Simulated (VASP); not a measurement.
Pt, 1 atom in the cell. Symmetry: Im-3m, No. 229, cubic system. The conventional cell has a = 3.152 Å, b = 3.152 Å, c = 3.152 Å, α = 90.00°, β = 90.00°, γ = 90.00°. Pt (site symmetry m-3m) has 14 Pt at 2.73 to 3.15 Å within 3.6 Å. 

* Program: VASP 6.6.1
* Task: relaxation of cell and atoms
* Functional: PBE
* Potentials or basis: VASP PAW PBE potentials, release 64 (Pt)
* Cutoff: 600 eV
* k mesh: 18 × 18 × 18
* Occupations: fermi-dirac, width 0.05 eV
* Spin: non-collinear spin, zero start, spin-orbit coupling
* Starting moments: [[0.0, 0.0, 0.0]] μB
* Dipole correction: no
* Further INCAR settings: ALGO = Normal; EDIFF = 1e-07; IBRION = 2; EDIFFG = -0.005; NSW = 60; ISIF = 3

Potentials or basis: VASP PAW PBE potentials, release 64 (Pt).

Run with:

```console
$ cat potpaw_PBE.64/Pt/POTCAR > POTCAR
$ mpirun -np 1 vasp_ncl > vasp.out
```

Hardware: 1 thread of Intel(R) Xeon(R) 6975P-C (Granite Rapids), on a shared host.

**Question.** Estimate the wall time of this run.

**Answer.** It took 100 s on 1 thread of Intel(R) Xeon(R) 6975P-C (Granite Rapids), with other jobs on the host, peak memory 0.27 GiB. Counts: scf iterations 29, k points 195, ion steps 3.
